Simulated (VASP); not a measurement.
# TaPtS4 (F-43m) in VASP: notebook, part 2 of 2

VASP 6.6.1. Earlier steps stand in the parts before.

### Step 4. Single point, PBE, collinear spin, ferromagnetic start

This run uses another cell than the first one, of 18.27 Å³/atom, 1.159 times its volume.

Input file INCAR:

```
PREC     = Accurate       # precision mode
ENCUT    = 520            # plane-wave cutoff, eV
EDIFF    = 1E-6           # SCF threshold, eV
ISMEAR   = 0              # smearing method
SIGMA    = 0.1            # smearing width, eV
LREAL    = False          # projectors in reciprocal space
LASPH    = True           # aspherical terms in the spheres
NELM     = 150            # most SCF steps
ALGO     = Normal         # electronic algorithm
ISIF     = 2              # what is computed and relaxed
LWAVE    = False          # write WAVECAR
LCHARG   = True           # write CHGCAR
ISPIN    = 2              # spin polarisation
MAGMOM   = 1 1 0 0 0 0    # initial moments
LORBIT   = 11             # projections on sites
LMAXMIX  = 4              # l up to which the mixer works
GGA      = PE             # functional
LELF     = True           # ELF
LVHAR    = True         
NBANDS   = 36             # bands
```

Input file KPOINTS:

```
regular mesh
0
Gamma
  4 4 4
```

Input file POSCAR:

```
TaPtS4
1.0
    0.0000000000      3.7984614586      3.7984614586
    3.7984614586      0.0000000000      3.7984614586
    3.7984614586      3.7984614586      0.0000000000
Ta Pt S
1 1 4
Direct
    0.0000000000      0.0000000000      0.0000000000
    0.7500000000      0.7500000000      0.7500000000
    0.3750000000      0.8750000000      0.3750000000
    0.3750000000      0.3750000000      0.8750000000
    0.3750000000      0.3750000000      0.3750000000
    0.8750000000      0.3750000000      0.3750000000
```

Potentials or basis: VASP PAW PBE potentials, release 64 (Ta_pv, Pt, S).

Started as:

```console
$ cat potpaw_PBE.64/Ta_pv/POTCAR potpaw_PBE.64/Pt/POTCAR potpaw_PBE.64/S/POTCAR > POTCAR
$ mpirun -np 1 vasp_std > vasp.out
```

OUTCAR:

```text
PREC = Accurate
   ENCUT = 520
   EDIFF = 1E-6
   ISMEAR = 0
   LREAL = False
   LASPH = True
   NELM = 150
   ISIF = 2
   ISPIN = 2
   LORBIT = 11
   GGA = PE

 ion  position               nearest neighbor table
   1  0.000  0.000  0.000-   3 3.15   4 3.15   6 3.15   3 3.15   5 3.15   6 3.15   4 3.15   5 3.15
                             6 3.15   3 3.15   4 3.15   5 3.15   2 3.29   2 3.29   2 3.29   2 3.29
   2  0.750  0.750  0.750-   1 3.29   1 3.29   1 3.29   1 3.29
   3  0.375  0.875  0.375-   5 2.69   4 2.69   4 2.69   5 2.69   6 2.69   6 2.69   1 3.15   1 3.15
                             1 3.15
   4  0.375  0.375  0.875-   5 2.69   3 2.69   5 2.69   6 2.69   3 2.69   6 2.69   1 3.15   1 3.15
                             1 3.15
   5  0.375  0.375  0.375-   3 2.69   4 2.69   6 2.69   4 2.69   3 2.69   6 2.69   1 3.15   1 3.15
                             1 3.15
   6  0.875  0.375  0.375-   5 2.69   4 2.69   3 2.69   3 2.69   4 2.69   5 2.69   1 3.15   1 3.15
                             1 3.15

  LATTYP: Found a face centered cubic cell.
 ALAT       =     7.5969229172

  Lattice vectors:

 A1 = (   0.0000000000,   3.7984614586,   3.7984614586)
 A2 = (   3.7984614586,   0.0000000000,   3.7984614586)
 A3 = (   3.7984614586,   3.7984614586,   0.0000000000)

Analysis of symmetry for initial positions (statically):
=====================================================================
 Subroutine PRICEL returns:
 Original cell was already a primitive cell.

 Routine SETGRP: Setting up the symmetry group for a
 face centered cubic supercell.

 Subroutine GETGRP returns: Found 24 space group operations
 (whereof 24 operations were pure point group operations)
 out of a pool of 48 trial point group operations.

The static configuration has the point symmetry T_d .

Analysis of symmetry for dynamics (positions and initial velocities):
=====================================================================
 Subroutine PRICEL returns:
 Original cell was already a primitive cell.

 Routine SETGRP: Setting up the symmetry group for a
[... 173 lines left out ...]
      2     -29.4857      1.00000
      3     -29.4857      1.00000
      4      -9.3975      1.00000
      5      -5.1364      1.00000
      6      -5.1364      1.00000
[... 285 lines left out ...]
     33      12.5741      0.00000
     34      13.4197      0.00000
 Fermi energy:         6.7578648104

 spin component 2

 k-point     1 :       0.0000    0.0000    0.0000
  band No.  band energies     occupation
      1     -29.4845      1.00000
      2     -29.4845      1.00000
      3     -29.4845      1.00000
      4      -9.3986      1.00000
      5      -5.1378      1.00000
      6      -5.1378      1.00000
[... 285 lines left out ...]
     33      12.5741      0.00000
     34      13.4191      0.00000
 [bands above 34 left out]

------------------------ aborting loop because EDIFF is reached ----------------------------------------

  FORCE on cell =-STRESS in cart. coord.  units (eV):
  Direction    XX          YY          ZZ          XY          YZ          ZX
  --------------------------------------------------------------------------------------
  -------------------------------------------------------------------------------------
  Total       -7.9598695     -7.9598695     -7.9598695      0.0000000      0.0000000      0.0000000
  in kB     -116.3491901   -116.3491901   -116.3491901      0.0000000      0.0000000      0.0000000
  external PRESSURE =    -116.3491901 kB  Pullay stress =       0.0000000 kB

 VOLUME and BASIS-vectors are now :
 -----------------------------------------------------------------------------
  energy-cutoff  :      520.00
  volume of cell :      109.61
      direct lattice vectors                 reciprocal lattice vectors
     0.000000000  3.798461459  3.798461459    -0.131632243  0.131632243  0.131632243
     3.798461459  0.000000000  3.798461459     0.131632243 -0.131632243  0.131632243
     3.798461459  3.798461459  0.000000000     0.131632243  0.131632243 -0.131632243

 POSITION                                       TOTAL-FORCE (eV/Angst)
 -----------------------------------------------------------------------------------
      0.00000      0.00000      0.00000        -0.000000     -0.000000     -0.000000
      5.69769      5.69769      5.69769        -0.000000     -0.000000     -0.000000
      4.74808      2.84885      4.74808         0.077923     -0.077923      0.077923
      4.74808      4.74808      2.84885         0.077923      0.077923     -0.077923
      2.84885      2.84885      2.84885        -0.077923     -0.077923     -0.077923
      2.84885      4.74808      4.74808        -0.077923      0.077923      0.077923
 -----------------------------------------------------------------------------------
    total drift:                               -0.000000     -0.000000      0.000000

  FREE ENERGIE OF THE ION-ELECTRON SYSTEM (eV)
  ---------------------------------------------------
  free  energy   TOTEN  =       -27.2234877501 eV

  energy  without entropy=      -27.1855416666  energy(sigma->0) =      -27.20451471

 total charge

# of ion       s       p       d       tot
------------------------------------------
    1        0.242   6.017   2.009   8.268
    2        0.592   0.192   8.082   8.866
    3        1.441   2.053   0.000   3.494
    4        1.441   2.053   0.000   3.494
    5        1.441   2.053   0.000   3.494
    6        1.441   2.053   0.000   3.494
--------------------------------------------------
tot          6.599  14.420  10.091  31.111

 magnetization (x)

# of ion       s       p       d       tot
------------------------------------------
    1        0.000   0.000   0.001   0.001
    2       -0.000   0.000  -0.001  -0.001
    3       -0.000  -0.001   0.000  -0.001
    4       -0.000  -0.001   0.000  -0.001
    5       -0.000  -0.001   0.000  -0.001
    6       -0.000  -0.001   0.000  -0.001
--------------------------------------------------
tot         -0.000  -0.003   0.000  -0.003
```

OSZICAR:

```text
N       E                     dE             d eps       ncg     rms          rms(c)
DAV:   1     0.282458203746E+03    0.28246E+03   -0.21054E+04  1152   0.114E+03
DAV:   2    -0.120850355858E+02   -0.29454E+03   -0.27638E+03  1360   0.268E+02
DAV:   3    -0.302720687933E+02   -0.18187E+02   -0.17510E+02  1360   0.608E+01
DAV:   4    -0.306002862557E+02   -0.32822E+00   -0.32669E+00  1280   0.895E+00
DAV:   5    -0.306059455925E+02   -0.56593E-02   -0.56581E-02  1368   0.117E+00    0.224E+01
DAV:   6    -0.302795013821E+02    0.32644E+00   -0.73224E+00  1292   0.135E+01    0.173E+01
DAV:   7    -0.282914476460E+02    0.19881E+01   -0.25085E+01  1300   0.175E+01    0.110E+01
DAV:   8    -0.273711023148E+02    0.92035E+00   -0.14449E+00  1224   0.688E+00    0.563E+00
DAV:   9    -0.272839000874E+02    0.87202E-01   -0.76281E-01  1268   0.399E+00    0.219E+00
DAV:  10    -0.272432598927E+02    0.40640E-01   -0.74201E-02  1252   0.119E+00    0.119E+00
DAV:  11    -0.272239450488E+02    0.19315E-01   -0.32083E-02  1260   0.819E-01    0.597E-01
DAV:  12    -0.272238754017E+02    0.69647E-04   -0.28903E-03  1304   0.247E-01    0.233E-01
DAV:  13    -0.272235396233E+02    0.33578E-03   -0.63300E-04  1292   0.126E-01    0.844E-02
DAV:  14    -0.272235028140E+02    0.36809E-04   -0.21258E-04  1396   0.531E-02    0.610E-02
DAV:  15    -0.272234879834E+02    0.14831E-04   -0.30275E-05  1288   0.285E-02    0.211E-02
DAV:  16    -0.272234877501E+02    0.23325E-06   -0.61469E-06  1308   0.110E-02
   1 F= -.27223488E+02 E0= -.27204515E+02  d E =-.379461E-01  mag=    -0.0035
```

Run time: 45 s. Hardware: 1 thread of Intel Xeon 6975P-C (Granite Rapids), shared host; peak memory 0.3 GiB.

What came out:

| Property | Result |
| --- | --- |
| Free energy | -27.2235 eV |
| Pressure | -11.6 GPa |
| Net moment | 0.00 μB per cell |
| Valence electrons inside the program's atomic spheres | Ta 8.27; Pt 8.87; S 3.49 |

Levels at points of the mesh, in eV from the Fermi level:
Spin up:
| k point | band 20 | band 21 | band 22 | band 23 | band 24 | band 25 |
| --- | --- | --- | --- | --- | --- | --- |
| (0.00, 0.00, 0.00) | 0.86 | 0.86 | 0.86 | 0.94 | 0.94 | 0.94 |
| (0.50, 0.00, 0.00) | -0.84 | -0.82 | -0.82 | 0.37 | 0.37 | 1.00 |
| (0.50, 0.50, 0.00) | -1.42 | -1.22 | -0.12 | 0.27 | 0.50 | 0.50 |
Spin down:
| k point | band 19 | band 20 | band 21 | band 22 | band 23 | band 24 | band 25 | band 26 |
| --- | --- | --- | --- | --- | --- | --- | --- | --- |
| (0.00, 0.00, 0.00) | -0.75 | 0.86 | 0.86 | 0.86 | 0.93 | 0.93 | 0.93 | 1.59 |
| (0.50, 0.00, 0.00) | -1.34 | -0.84 | -0.82 | -0.82 | 0.37 | 0.37 | 1.00 | 1.12 |
| (0.50, 0.50, 0.00) | -1.95 | -1.42 | -1.22 | -0.12 | 0.27 | 0.50 | 0.50 | 0.55 |

Caveat: spin-orbit coupling is left out, which moves the levels of the heavy elements.

### Step 5. Overview

| task | spin | cell | cutoff (eV) | gap on the mesh (eV) | pressure (GPa) |
| --- | --- | --- | --- | --- | --- |
| single point | off | a = 5.114 Å, angles 60.0°, 6 atoms | 520 | none | -0.2 |
| relaxation of cell and atoms | off | relaxed from a = 5.372 Å, angles 60.0°, 6 atoms | 600 | none | -0.2 |
| single point | collinear, ferromagnetic start | a = 5.372 Å, angles 60.0°, 6 atoms | 520 | none | -11.6 |

Alike in all rows: level PBE; potentials or basis VASP PAW PBE potentials, release 64 (Ta_pv, Pt, S); k mesh 4 × 4 × 4; smearing gaussian 0.1 eV.

Caveats: some runs use coarse meshes; spin-orbit coupling is left out, which moves the levels of the heavy elements.

Total energies depend on the potentials used, so only differences within one code and one set of settings carry meaning.
